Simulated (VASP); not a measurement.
A run of VASP 6.6.1:

Contents of INCAR:

```
PREC     = Accurate       # precision mode
ENCUT    = 600            # plane-wave cutoff, eV
EDIFF    = 1E-6           # SCF threshold, eV
ISMEAR   = 0              # smearing method
SIGMA    = 0.1            # smearing width, eV
LREAL    = False          # projectors in reciprocal space
LASPH    = True           # aspherical terms in the spheres
NELM     = 100            # most SCF steps
ALGO     = Normal         # electronic algorithm
ISIF     = 3              # what is computed and relaxed
LWAVE    = False          # write WAVECAR
LCHARG   = False          # write CHGCAR
GGA      = PE             # functional
IVDW     = 12             # dispersion correction
IBRION   = 2              # ionic algorithm
NSW      = 100            # ionic steps
EDIFFG   = -0.005         # ionic threshold
```

File KPOINTS:

```
Automatic mesh
0
Gamma
  18 18 18
```

The input POSCAR:

```
P
1.0
    2.4072603253      0.0000000000      0.0000000000
    0.0000000000      2.4072603253      0.0000000000
    0.0000000000      0.0000000000      2.4073685778
P
1
Direct
    0.0000000000      0.0000000000      0.0000000000
```

Potentials or basis: VASP PAW PBE potentials, release 64 (P).

Run with:

```console
$ cat potpaw_PBE.64/P/POTCAR > POTCAR
$ mpirun -np 1 vasp_std > vasp.out
```

Hardware: 1 thread of Intel(R) Xeon(R) 6975P-C (Granite Rapids), with other jobs on the host.

Estimate the wall time of this run.

It took 20 s on 1 thread of Intel(R) Xeon(R) 6975P-C (Granite Rapids), on a shared host, peak memory 0.17 GiB. Counts: scf iterations 18, k points 550, ion steps 3.
